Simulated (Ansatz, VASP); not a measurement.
**Two plane-wave programs on Ga**

```
Ga
1.0
     2.28911   -3.85875    0.00000
     2.28911    3.85875    0.00000
     0.00000    0.00000    4.59840
Ga
4
Cartesian
  2.2891 1.2065 2.6834
  2.2891 -1.2065 1.9150
  2.2891 -2.6522 4.2142
  2.2891 2.6522 0.3842
```

Alike in both runs: functional PBE; k mesh 6 × 6 × 4; occupations gaussian, width 0.05 eV; no spin polarisation.

Ansatz relaxed the structure, and its values are those at the end. VASP's run is a single point on that final structure, the one shown.

|  | VASP | Ansatz |
| --- | --- | --- |
| version | VASP 6.6.1 | Ansatz 0.2.0 |
| potentials or method | VASP PAW PBE potentials, release 64 (Ga_d), cutoff 520 eV | scalar-relativistic, plane waves, PAW |
| valence electrons in the cell | 52 | 52 |

```tsv
	VASP	Ansatz	Ansatz less VASP
pressure (GPa)	0.1	0.0	-0.13
rms of the force components (eV/Å)	0.003	0.003	+0.0004
```

With one functional, cell and mesh, what is left measures potentials, basis and numerics.
